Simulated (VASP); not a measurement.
Crystal: GaP.

```
Ga P
1.0
     0.00000    2.72525    2.72525
     2.72525    0.00000    2.72525
     2.72525    2.72525    0.00000
Ga P
1 1
Direct
  0.00000 0.00000 0.00000
  0.25000 0.25000 0.25000
```

| Property | Result |
| --- | --- |
| Program | VASP 6.6.1 |
| Task | relaxation of cell and atoms |
| Functional | LDA |
| Potentials or basis | VASP PAW LDA potentials, release 64 (Ga_d, P) |
| Cutoff | 600 eV |
| k mesh | 8 × 8 × 8 |
| Occupations | fermi-dirac, width 0.02 eV |
| Spin | no spin polarisation |

At the start: pressure -2.7 GPa; volume 20.24 Å³/atom.

Q: Where does the relaxation end?

A: Over 3 steps the energy falls by 5.4 meV/atom and the volume is 19.61 Å³/atom (-3.1 %); space group F-43m (No. 216, to 0.1 Å) before and after.

Step by step:
| step | energy change (eV) | largest force (eV/Å) | pressure (GPa) | volume (Å³) |
| --- | --- | --- | --- | --- |
| 1 | 0.0000 | 0.0000 | -2.68 | 40.48 |
| 2 | -0.0073 | 0.0000 | 1.68 | 38.53 |
| 3 | -0.0108 | 0.0000 | -0.07 | 39.22 |

Final structure:
```xyz
2
Lattice="0.0000 2.6967 2.6967 2.6967 0.0000 2.6967 2.6967 2.6967 0.0000" Properties=species:S:1:pos:R:3 pbc="T T T"
Ga    0.0000    0.0000    0.0000
P     1.3483    1.3483    1.3483
```
